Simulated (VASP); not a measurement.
A run of VASP 6.6.1:

Contents of INCAR:

```
PREC = Accurate ; ENCUT = 520
EDIFF = 1E-6 ; ISMEAR = 0
SIGMA = 0.05 ; LREAL = F
LASPH = T ; NELM = 150
ALGO = Normal ; ISIF = 2
LWAVE = F ; LCHARG = T
ISPIN = 2 ; MAGMOM = -0.06 7.43 -0.39 -0.39
LORBIT = 11 ; NUPDOWN = 5.25
LMAXMIX = 6 ; LDAU = T
LDAUTYPE = 2 ; LDAUL = -1 3 -1
LDAUU = 0 7 0 ; LDAUJ = 0 0 0
LDAUPRINT = 1 ; GGA = PS
LELF = T ; LVHAR = T
NBANDS = 32
```

File KPOINTS:

```
regular mesh
0
Gamma
  5 5 5
```

Contents of POSCAR:

```
RbGdSe2
1.0
    2.1406524700      1.2359062800      7.7713853500
   -2.1406524700      1.2359062800      7.7713853500
    0.0000000000     -2.4718125600      7.7713853500
Rb Gd Se
1 1 2
Direct
    0.5000000000      0.5000000000      0.5000000000
    0.0000000000      0.0000000000      0.0000000000
    0.2667000000      0.2667000000      0.2667000000
    0.7333000000      0.7333000000      0.7333000000
```

Potentials or basis: VASP PAW PBE potentials, release 64 (Rb_sv, Gd, Se).

Launch:

```sh
$ cat potpaw_PBE.64/Rb_sv/POTCAR potpaw_PBE.64/Gd/POTCAR potpaw_PBE.64/Se/POTCAR > POTCAR
$ mpirun -np 1 vasp_std > vasp.out
```

Hardware: 1 thread of Intel Xeon 8259CL, with other jobs on the host.

Q: How long does it take, and how much memory?

A: It took 30 min on 1 thread of Intel Xeon 8259CL, with other jobs on the host, peak memory 0.81 GiB. Counts: scf iterations 20, k points 19.
